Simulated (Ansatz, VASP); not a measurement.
One calculation of C, two programs

```
C
1.0
     2.53880    0.00000    0.00000
    -1.26940    2.19867    0.00000
     0.00000    0.00000   12.43753
C
12
Direct
  0.66667 0.33333 0.35417
  0.33333 0.66667 0.85417
  0.66667 0.33333 0.14583
  0.33333 0.66667 0.64583
  0.66667 0.33333 0.47917
  0.33333 0.66667 0.97917
  0.66667 0.33333 0.02083
  0.33333 0.66667 0.52083
  0.00000 0.00000 0.81250
  0.00000 0.00000 0.31250
  0.00000 0.00000 0.68750
  0.00000 0.00000 0.18750
```

Alike in both runs: task single point; functional PBE; k mesh 12 × 12 × 3; occupations fermi-dirac, width 0.05 eV; no spin polarisation.

```csv
,VASP,Ansatz
version,VASP 6.6.1,Ansatz 0.2.0
potentials or method,"VASP PAW PBE potentials, release 64 (C)",Ansatz PAW
plane-wave cutoff (eV),520,420
valence electrons in the cell,48,48
```

|  | VASP | Ansatz | Ansatz less VASP |
| --- | --- | --- | --- |
| gap on the k mesh at the Fermi level (eV) | 4.33 | 4.33 | +0.006 |
| least direct gap on the mesh (eV) | 5.25 | 5.26 | +0.005 |
| pressure (GPa) | -5.7 | -6.3 | -0.59 |
| traceless stress, the component that is largest in VASP (GPa) | 5.17 | 5.17 | -0.003 |
| rms of the force components (eV/Å) | 0.146 | 0.146 | -0.0002 |

Atom by atom the forces differ by 0.000 eV/Å (rms over components).

Noted on Ansatz's run: Pulay correction over one GPa; odd divisions of the mesh miss points on the zone boundary, where band edges often lie, so the gap on the mesh can be too wide.
